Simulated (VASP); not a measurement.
The system is WS2, a slab with vacuum.

```
CELL_PARAMETERS angstrom
3.14761 0.00000 0.00000
-1.57380 2.72591 0.00000
0.00000 0.00000 24.50386
ATOMIC_POSITIONS crystal
S 0.33333 0.66667 0.30607
S 0.33333 0.66667 0.43395
S 0.00000 0.00000 0.56605
S 0.00000 0.00000 0.69393
W 0.66667 0.33333 0.37002
W 0.33333 0.66667 0.63000
```

Base run:

```yaml
Program: VASP 6.6.1
Functional: PBEsol
Potentials_or_basis: VASP PAW PBE potentials, release 64 (S, W_sv)
Cutoff: 520 eV
k_mesh: 9 × 9 × 1
Occupations: gaussian, width 0.05 eV
Spin: no spin polarisation
```

Its results: band gap on the k mesh 1.63 eV (least direct gap 1.89 eV); largest force 0.022 eV/Å.

Task: The run is repeated on the same cell with these changes: k mesh from 9 × 9 × 1 to 4 × 4 × 1. What comes out?

Result: Band gap on the k mesh 1.85 eV (least direct gap 2.68 eV); largest force 0.064 eV/Å.

Caveats: some runs use coarse meshes; the PAW data sets were made with another functional, which shifts forces and pressure a little; spin-orbit coupling is left out, which moves the levels of the heavy elements.

A k mesh can miss the band edges.
